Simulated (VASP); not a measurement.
# GaP: single point with PBEsol

The system is GaP.

```
CELL_PARAMETERS angstrom
0.00000 2.70097 2.70097
2.70097 0.00000 2.70097
2.70097 2.70097 0.00000
ATOMIC_POSITIONS crystal
Ga 0.00000 0.00000 0.00000
P 0.25000 0.25000 0.25000
```

```yaml
Program: VASP 6.6.1
Task: single point
Functional: PBEsol
Potentials_or_basis: VASP PAW PBE potentials, release 64 (Ga_d, P)
Cutoff: 500 eV
k_mesh: 8 × 8 × 8
Occupations: gaussian, width 0.01 eV
Spin: no spin polarisation
```

```json
{"Pressure": "1.7 GPa", "Band gap on the k mesh": "1.46 eV (least direct gap 1.97 eV)"}
```

Levels at points of the mesh, in eV from the valence-band top:
```csv
k point,band 7,band 8,band 9,band 10,band 11,band 12
"(0.00, 0.00, 0.00)",0.00,0.00,0.00,1.97,3.82,3.82
"(0.50, 0.00, 0.00)",-6.85,-1.17,-1.17,1.67,4.64,4.64
"(0.50, 0.50, 0.00)",-6.94,-2.81,-2.81,1.46,1.69,10.75
```

Wall time 18 s on 1 thread of Intel(R) Xeon(R) Platinum 8259CL CPU @ 2.50GHz (Skylake/Cascade Lake), with other jobs on the host, peak memory 0.16 GiB.

Caveat: the PAW data sets were made with another functional, which shifts forces and pressure a little. A k mesh can miss the band edges.
